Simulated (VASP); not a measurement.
A run of VASP 6.6.1 is set up as follows.

Contents of INCAR:

```
SYSTEM = NiO
PREC = Accurate
ENCUT = 600
EDIFF = 1E-7
ISMEAR = 0
SIGMA = 0.1
LREAL = .FALSE.
LASPH = .TRUE.
NELM = 200
ALGO = Normal
ISIF = 3
LWAVE = .FALSE.
LCHARG = .FALSE.
ISPIN = 2
MAGMOM = 1.64 0.34
LORBIT = 11
LMAXMIX = 4
GGA = PE
IBRION = 2
NSW = 70
EDIFFG = -0.02
GGA_COMPAT = .FALSE.
NELMIN = 4
```

Contents of KPOINTS:

```
Automatic mesh
0
G
  22 22 22
  0 0 0
```

Contents of POSCAR:

```
NiO
1.0
    0.0000000000      2.1090541684      2.1090541684
    2.1090541684      0.0000000000      2.1090541684
    2.1090541684      2.1090541684      0.0000000000
Ni O
1 1
Direct
    0.0000000000      0.0000000000      0.0000000000
    0.5000000000      0.5000000000      0.5000000000
```

Potentials or basis: VASP PAW PBE potentials, release 64 (Ni, O).

Launch:

```bash
$ cat potpaw_PBE.64/Ni/POTCAR potpaw_PBE.64/O/POTCAR > POTCAR
$ mpirun -np 1 vasp_std > vasp.out
```

**Question.** What does it give for the relaxed volume?

**Answer.** 9.33 Å³/atom.

**Question.** What does it give for the site moments?

**Answer.** Ni +1.45; O +0.27 μB.

Final structure:
```
Ni O
1.0
     0.00000    2.10551    2.10551
     2.10551    0.00000    2.10551
     2.10551    2.10551    0.00000
Ni O
1 1
Direct
  0.00000 0.00000 0.00000
  0.50000 0.50000 0.50000
```

Caveat: a cell with one magnetic atom can't hold antiferromagnetic order, which such compounds often take.
